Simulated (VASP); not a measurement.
A run of VASP 6.6.1:

File INCAR:

```
SYSTEM = Ge
  ALGO = Normal
  EDIFF = 1E-6
  ENCUT = 520
  GGA = PE
  ISIF = 2
  ISMEAR = -1
  LASPH = .TRUE.
  LCHARG = .FALSE.
  LREAL = .FALSE.
  LWAVE = .FALSE.
  NBANDS = 13
  NELM = 60
  PREC = Accurate
  SIGMA = 0.05
```

KPOINTS

```
k-points
0
G
  11 11 10
  0 0 0
```

File POSCAR:

```
Ge
1.0
    1.4064019120     -2.6177384622      0.0000000000
    1.4064019120      2.6177384622      0.0000000000
    0.0000000000      0.0000000000      2.7161006002
Ge
1
Direct
    0.5000000000      0.5000000000      0.0000000000
```

Potentials or basis: VASP PAW PBE potentials, release 64 (Ge_d).

Run with:

```bash
$ cat potpaw_PBE.64/Ge_d/POTCAR > POTCAR
$ mpirun -np 1 vasp_std > vasp.out
```

Hardware: 1 thread of AMD EPYC 7R43 64-Core Processor (Zen 3) (shared host).

Q: How long does it take, and how much memory?

A: Run time: 44 s on 1 thread of AMD EPYC 7R43 64-Core Processor (Zen 3) (shared host), peak memory 0.14 GiB. Counts: scf iterations 10, k points 216.
